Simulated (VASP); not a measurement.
Runs of VASP 6.6.1 on ZnO. The structure is that of space group P6_3mc (No. 186), or close to it. The cells are those of the table. 

```csv
cell,gap on the mesh (eV),pressure (GPa),largest force (eV/Å)
"a = 3.086, b = 3.086, c = 5.977 Å, angles 90.0, 90.0, 120.0°, 4 atoms",0.28,6.5,0.71
"a = 3.227, b = 3.227, c = 5.468 Å, angles 90.0, 90.0, 120.0°, 4 atoms",(c),1.4,0.32
"a = 3.005, b = 3.005, c = 6.305 Å, angles 90.0, 90.0, 120.0°, 4 atoms",none,11.7,(b)
"a = 3.177, b = 3.177, c = 5.640 Å, angles 90.0, 90.0, 120.0°, 4 atoms",0.55,2.6,0.51
"a = 3.462, b = 3.462, c = 4.750 Å, angles 90.0, 90.0, 120.0°, 4 atoms",0.73,6.5,2.37
"a = 3.324, b = 3.324, c = 5.151 Å, angles 90.0, 90.0, 120.0°, 4 atoms",0.77,1.2,0.37
"a = 3.533, b = 3.533, c = 4.561 Å, angles 90.0, 90.0, 120.0°, 4 atoms",0.78,11.9,4.03
"a = 3.372, b = 3.372, c = 5.007 Å, angles 90.0, 90.0, 120.0°, 4 atoms",0.74,2.3,(a)
```

Alike in all rows: task single point; level PBE; potentials or basis VASP PAW PBE potentials, release 64 (Zn, O); no spin polarisation; k mesh 12 × 12 × 6; cutoff (eV) 520; smearing gaussian 0.05 eV.

Task: Estimate the missing entries.

Result: (a) 0.90; (b) 0.80; (c) 0.65.

Caveats: forces of over 1 eV/Å act on the atoms, so gaps and moduli don't describe the material at rest (some runs).

A k mesh can miss the band edges.

A gap of «none» marks levels without a gap at the run's occupations.
